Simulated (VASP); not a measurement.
A run of VASP 6.6.1 is set up as follows.

INCAR

```
SYSTEM = MgGe5N
PREC = Accurate
ENCUT = 520
EDIFF = 1E-7
ISMEAR = 0
SIGMA = 0.1
LREAL = .FALSE.
LASPH = .TRUE.
NELM = 60
ALGO = Normal
ISIF = 2
LWAVE = .FALSE.
LCHARG = .TRUE.
GGA = PE
LELF = .TRUE.
LVHAR = .TRUE.
NBANDS = 48
```

Contents of KPOINTS:

```
Automatic mesh
0
G
  12 12 4
  0 0 0
```

POSCAR

```
MgGe5N
1.0
    3.8510616549      0.0000000000      0.0000000000
   -1.9255308274      3.3351172247      0.0000000000
    0.0000000000      0.0000000000     10.0814526374
Mg Ge N
1 5 1
Direct
    0.0000000000      0.0000000000      0.0000000000
    0.3333333333      0.6666666667      0.7946561978
    0.3333333333      0.6666666667      0.2053438022
    0.6666666667      0.3333333333      0.3280079403
    0.6666666667      0.3333333333      0.6719920597
    0.0000000000      0.0000000000      0.5000000000
    0.3333333333      0.6666666667      0.0000000000
```

Potentials or basis: VASP PAW PBE potentials, release 64 (Mg, Ge_d, N).

Run with:

```bash
$ cat potpaw_PBE.64/Mg/POTCAR potpaw_PBE.64/Ge_d/POTCAR potpaw_PBE.64/N/POTCAR > POTCAR
$ mpirun -np 1 vasp_std > vasp.out
```

(1) Predict the pressure.

(2) Predict the band gap on the k mesh.

(3) Predict the largest force.

## Answers

(1) 0.0 GPa.

(2) zero (an odd number of electrons rules out a gap without spin polarisation).

(3) 0.003 eV/Å.

Caveat: an odd number of electrons without spin polarisation forces a metal; a magnetic or distorted state may lie lower.
